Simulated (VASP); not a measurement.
Write the native input for VASP 6.6.1 that does the following.

| Property | Result |
| --- | --- |
| Task | single point |
| Functional | RPBE |
| Potentials or basis | VASP PAW PBE potentials, release 64 (Se) |
| Cutoff | 520 eV |
| k mesh | 14 × 14 × 14 |
| Occupations | fermi-dirac, width 0.1 eV |
| Spin | no spin polarisation |
| Dipole correction | no |
| Further INCAR settings | ALGO = Normal; EDIFF = 1e-06; NBANDS = 9 |

The structure of Se lies in POSCAR:

```
Se
1.0
   -1.7581048185      1.7581048185      1.7581048185
    1.7581048185     -1.7581048185      1.7581048185
    1.7581048185      1.7581048185     -1.7581048185
Se
1
Direct
    0.0000000000      0.0000000000      0.0000000000
```

This cell differs from its parent crystal: volume scaled by 1.04.

One way to write it, as run:

INCAR

```
SYSTEM = Se
PREC = Accurate ; ENCUT = 520
EDIFF = 1E-6 ; ISMEAR = -1
SIGMA = 0.1 ; LREAL = .False.
LASPH = .True. ; NELM = 60
ALGO = Normal ; ISIF = 2
LWAVE = .False. ; LCHARG = .False.
GGA = RP ; NBANDS = 9
```

KPOINTS

```
regular mesh
0
Gamma
  14 14 14
  0 0 0
```

Potentials or basis: VASP PAW PBE potentials, release 64 (Se).

The run is started by

```sh
$ cat potpaw_PBE.64/Se/POTCAR > POTCAR
$ mpirun -np 1 vasp_std > vasp.out
```

It gave:

- Pressure: -2.1 GPa
- Band gap on the k mesh: zero (band 3 reaches 7.44 eV, above the bottom of band 4 at 1.83 eV)

Caveat: the PAW data sets were made with another functional, which shifts forces and pressure a little.

Wall time 5.6 s on 1 thread of Intel(R) Xeon(R) 6975P-C (Granite Rapids) (shared host), peak memory 0.14 GiB.
